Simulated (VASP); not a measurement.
Set up this calculation in VASP 6.6.1, as the native input.

- Task: relaxation of cell and atoms
- Functional: PBE
- Potentials or basis: VASP PAW PBE potentials, release 64 (H)
- Cutoff: 500 eV
- k mesh: 20 × 20 × 20
- Occupations: fermi-dirac, width 0.05 eV
- Spin: no spin polarisation
- Dipole correction: no
- Further INCAR settings: ALGO = Normal; EDIFF = 1e-07; IBRION = 2; EDIFFG = -0.005; NSW = 100; ISIF = 3

The structure of H lies in POSCAR:

```
H
1.0
   -1.4062500000      1.4062500000      1.4062500000
    1.4062500000     -1.4062500000      1.4062500000
    1.4062500000      1.4062500000     -1.4062500000
H
1
Direct
    0.0000000000      0.0000000000      0.0000000000
```

These files were run (other wordings do the same):

INCAR

```
PREC = Accurate ; ENCUT = 500
EDIFF = 1E-7 ; ISMEAR = -1
SIGMA = 0.05 ; LREAL = False
LASPH = True ; NELM = 120
ALGO = Normal ; ISIF = 3
LWAVE = False ; LCHARG = False
GGA = PE ; IBRION = 2
NSW = 100 ; EDIFFG = -0.005
GGA_COMPAT = False ; NELMIN = 4
```

KPOINTS

```
regular mesh
0
Gamma
  20 20 20
```

Potentials or basis: VASP PAW PBE potentials, release 64 (H).

Run with:

```sh
$ cat potpaw_PBE.64/H/POTCAR > POTCAR
$ mpirun -np 1 vasp_std > vasp.out
```

Results of the run:

| Property | Result |
| --- | --- |
| Relaxed volume | 2.97 Å³/atom |
| Relaxed cell | a = 1.568 Å, b = 1.568 Å, c = 1.568 Å, α = 109.47°, β = 109.47°, γ = 109.47° |
| Space group after relaxing (to 0.05 Å) | Im-3m (No. 229) |
| Energy gained by relaxing | 964.0 meV/atom |
| Ionic steps | 6 |
| Pressure after relaxing | -0.1 GPa |

Caveat: the volume moved by over 15 % at a fixed basis, so the end points are rough.

Wall time 9.2 s on 1 thread of Intel(R) Xeon(R) 6975P-C (Granite Rapids), with other jobs on the host, peak memory 0.12 GiB.
